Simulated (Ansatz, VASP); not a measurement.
Two plane-wave programs on LiCl

Contents of POSCAR:

```
LiCl
1.0
    0.0000000000      2.5217860969      2.5834377091
    2.5217860969      0.0000000000      2.5834377091
    2.5217860969      2.5217860969      0.0000000000
Li Cl
1 1
Direct
    0.0000000000      0.0000000000      0.0000000000
    0.5000000000      0.5000000000      0.5000000000
```

File INCAR.step1:

```
SYSTEM = LiCl
PREC = Accurate
ENCUT = 520
ISMEAR = 0
SIGMA = 0.01
LREAL = .FALSE.
LASPH = .TRUE.
NELM = 80
NBANDS = 12
GGA = PE
ALGO = Normal
EDIFF = 1E-4
LWAVE = .TRUE.
LCHARG = .FALSE.
```

File INCAR.step2:

```
SYSTEM = LiCl
PREC = Accurate
ENCUT = 520
EDIFF = 1E-6
ISMEAR = 0
SIGMA = 0.01
LREAL = .FALSE.
LASPH = .TRUE.
NELM = 80
ALGO = Normal
ISIF = 2
LWAVE = .FALSE.
LCHARG = .FALSE.
METAGGA = R2SCAN
LMIXTAU = .TRUE.
NBANDS = 12
ISTART = 1
```

Contents of KPOINTS:

```
regular mesh
0
G
  8 8 8
  0 0 0
```

Input for Ansatz:

```yaml
crystal:
  lattice:
    - [0.0, 2.5217860969, 2.5834377091]
    - [2.5217860969, 0.0, 2.5834377091]
    - [2.5217860969, 2.5217860969, 0.0]
  atoms:
    - { symbol: Li, position: [0.0, 0.0, 0.0] }
    - { symbol: Cl, position: [0.5, 0.5, 0.5] }
kpoints:
  mp_grid: { grid: [8, 8, 8] }
  band_path:
    path:
      - [0.0, 0.0, 0.0]
      - [0.5, 0.0, 0.5]
      - [0.625, 0.25, 0.625]
      - [0.375, 0.375, 0.75]
      - [0.5, 0.5, 0.5]
      - [0.5, 0.25, 0.75]
      - [0.075, 0.075, 0.15]
    npoints: 1
hamiltonian:
  xc: r2scan
scf:
  occupations: { method: fixed }
  n_extra_bands: 4
output:
  forces: true
  stress: true
  eigenvalues: true
```

Change from the starting cell: epitaxial_xy strain -1.3%.

Alike in both runs: task single point; functional r2SCAN; k mesh 8 × 8 × 8; no spin polarisation.

|  | VASP | Ansatz |
| --- | --- | --- |
| version | VASP 6.6.1 | Ansatz 0.2.0 |
| potentials or method | VASP PAW PBE potentials, release 64 (Li_sv, Cl) | plane waves, PAW |
| plane-wave cutoff (eV) | 520 | 500 |
| occupations | gaussian, width 0.01 eV | fixed |
| valence electrons in the cell | 10 | 10 |

|  | VASP | Ansatz | Ansatz less VASP |
| --- | --- | --- | --- |
| gap on the k mesh at the Fermi level (eV) | 7.43 | 7.35 | -0.075 |

VASP's potentials were made for PBE, not for r2SCAN.

Noted on VASP's run: the cutoff is short for stress, so the pressure is rough.
